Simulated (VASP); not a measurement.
Wanted: the native input for a VASP 6.6.1 run.

```yaml
Task: single point
Functional: revPBE
Potentials_or_basis: VASP PAW PBE potentials, release 64 (Cd)
Cutoff: 520 eV
k_mesh: 20 × 20 × 20
Occupations: fermi-dirac, width 0.1 eV
Spin: no spin polarisation
Dipole_correction: no
Further_INCAR_settings: ALGO = Normal; EDIFF = 1e-06; NBANDS = 12
```

The structure of Cd lies in POSCAR:

```
Cd
1.0
   -1.8294968772      1.8294968772      1.8294968772
    1.8294968772     -1.8294968772      1.8294968772
    1.8294968772      1.8294968772     -1.8294968772
Cd
1
Direct
    0.0000000000      0.0000000000      0.0000000000
```

The input as run:

INCAR

```
SYSTEM = Cd
PREC = Accurate
ENCUT = 520
EDIFF = 1E-6
ISMEAR = -1
SIGMA = 0.1
LREAL = .False.
LASPH = .True.
NELM = 60
ALGO = Normal
ISIF = 2
LWAVE = .False.
LCHARG = .False.
GGA = RE
NBANDS = 12
```

KPOINTS

```
Automatic mesh
0
Gamma
  20 20 20
  0 0 0
```

Potentials or basis: VASP PAW PBE potentials, release 64 (Cd).

Run with:

```console
$ cat potpaw_PBE.64/Cd/POTCAR > POTCAR
$ mpirun -np 1 vasp_std > vasp.out
```

It gave:

```
Pressure               : 0.3 GPa
Band gap on the k mesh : zero (band 6 reaches 5.58 eV, above the bottom of band 7 at 1.15 eV)
```

Caveat: the PAW data sets were made with another functional, which shifts forces and pressure a little.

Wall time 28 s on 1 thread of AMD EPYC 9R14 (Zen 4) (shared host), peak memory 0.16 GiB.
